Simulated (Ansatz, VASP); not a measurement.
## Two plane-wave programs on B

```xyz
1
Lattice="1.8323 0.0000 0.0000 0.0000 1.8323 0.0000 0.0000 0.0000 1.8323" Properties=species:S:1:pos:R:3 pbc="T T T"
B     0.0000    0.0000    0.0000
```

Alike in both runs: task single point; functional PBE; k mesh 19 × 19 × 19; occupations fermi-dirac, width 0.1 eV; no spin polarisation.

```csv
,VASP,Ansatz
version,VASP 6.6.1,Ansatz 0.2.0
potentials or method,"VASP PAW PBE potentials, release 64 (B), cutoff 520 eV","plane waves (420 eV) with PAW, scalar-relativistic"
valence electrons in the cell,3,3
```

|  | VASP | Ansatz | Ansatz less VASP |
| --- | --- | --- | --- |
| pressure (GPa) | 23.1 | 23.0 | -0.08 |
